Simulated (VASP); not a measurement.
A run of VASP 6.6.1 is set up as follows.

Contents of INCAR:

```
PREC = Accurate
ENCUT = 520
EDIFF = 1E-6
ISMEAR = 1
SIGMA = 0.1
LREAL = Auto
LASPH = T
NELM = 100
ALGO = Normal
ISIF = 2
LWAVE = F
LCHARG = T
GGA = PE
LELF = T
LVHAR = T
NBANDS = 136
```

Contents of KPOINTS:

```
Automatic mesh
0
Gamma
  1 1 1
```

POSCAR

```
Ti12B24F
1.0
    6.0635047200      0.0000000600      0.0000000000
   -4.5476286100      7.8767236400      0.0000000000
    0.0000000000      0.0000000000      6.4483601600
Ti B F
12 24 1
Direct
   -0.0044912731     -0.0259260080     -0.0222630245
   -0.0055276076     -0.0003605560      0.4999146946
    0.0199069876      0.3662502496     -0.0229816568
    0.0048270616      0.3353061654      0.4951719384
   -0.0016056804      0.6691755660     -0.0016360749
   -0.0037020272      0.6663931909      0.4909303949
    0.4818565191     -0.0082906335     -0.0084593600
    0.4779840753     -0.0131269083      0.4992495642
    0.5042547733      0.3359681120     -0.0027022374
    0.5169880156      0.3456602127      0.5059887970
    0.5017604959      0.6699333646     -0.0071807404
    0.5003115032      0.6685464935      0.4957266531
    0.1982429059      0.2325185028      0.2845478470
    0.3334242274      0.1159695353      0.2544115030
    0.1655909590      0.2204585395      0.7378063387
    0.3321367733      0.1149913367      0.7448354125
    0.1622287719      0.5526411982      0.2500035606
    0.3289746610      0.4460655395      0.2486599632
    0.1691717430      0.5568039696      0.7352438267
    0.3317418116      0.4475675600      0.7454611530
    0.1656852879      0.8866666281      0.2459060847
    0.3263292489      0.7776699121      0.2510249055
    0.1646403052      0.8845784502      0.7482893139
    0.3336980866      0.7810936706      0.7443678518
    0.6544082909      0.2201568876      0.2689204630
    0.8104198099      0.1053231000      0.2973365247
    0.6632968377      0.2173153507      0.7459632962
    0.8360388085      0.1176550038      0.7244130111
    0.6654234363      0.5516723905      0.2471992817
    0.8293401330      0.4448984261      0.2478473535
    0.6631456297      0.5536066973      0.7496671836
    0.8308141918      0.4489220534      0.7470531857
    0.6561017016      0.8799647261      0.2597461926
    0.8312676395      0.7818147788      0.2483619029
    0.6676924381      0.8873900215      0.7414649432
    0.8258665981      0.7759598064      0.7393613076
   -0.0918202646      0.1427960478      0.0765630312
```

Potentials or basis: VASP PAW PBE potentials, release 64 (Ti_sv, B, F).

Launch:

```sh
$ cat potpaw_PBE.64/Ti_sv/POTCAR potpaw_PBE.64/B/POTCAR potpaw_PBE.64/F/POTCAR > POTCAR
$ mpirun -np 1 vasp_gam > vasp.out
```

(1) Estimate the pressure.

(2) Predict the largest force.

Results:

(1) 12.9 GPa.

(2) 0.952 eV/Å.

Caveat: the k points lie up to 1.20 Å⁻¹ apart; an odd number of electrons without spin polarisation forces a metal; a magnetic or distorted state may lie lower.
